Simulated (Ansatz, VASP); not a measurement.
One calculation of Ta4C3, two programs

```
Ta C
1.0
    -3.10327    0.00000    0.00000
    -1.55164   -2.68751    0.00000
     0.77566    0.44783   10.16451
Ta C
4 3
Cartesian
  -1.4442 -0.8338 1.9248
  -1.4442 -0.8338 9.5814
  0.1075 0.0620 7.0959
  -2.9958 -1.7296 4.5989
  -1.4442 -0.8338 5.8652
  -4.5475 -2.6255 0.5824
  0.1075 0.0620 3.2818
```

Alike in both runs: task single point; functional PBEsol; k mesh 14 × 14 × 4; occupations gaussian, width 0.15 eV; no spin polarisation.

|  | VASP | Ansatz |
| --- | --- | --- |
| version | VASP 6.6.1 | Ansatz 0.2.0 |
| potentials or method | VASP PAW PBE potentials, release 64 (Ta_pv, C), cutoff 520 eV | scalar-relativistic, plane waves, PAW |
| valence electrons in the cell | 56 | 64 |

```tsv
	VASP	Ansatz	Ansatz less VASP
gap on the k mesh at the Fermi level (eV)	none	none	-
pressure (GPa)	9.7	8.9	-0.82
traceless stress, the component that is largest in VASP (GPa)	9.03	8.98	-0.046
rms of the force components (eV/Å)	1.616	1.594	-0.0214
```

VASP's potentials were made for PBE, not for PBEsol. Atom by atom the forces differ by 0.026 eV/Å (rms over components). A gap of «none» marks a metal or a gap that the smearing closes. VASP's potentials hold 56 valence electrons a cell and Ansatz's 64, so a difference there can come from the potentials and not from the codes.

Neither program's run includes spin-orbit coupling.
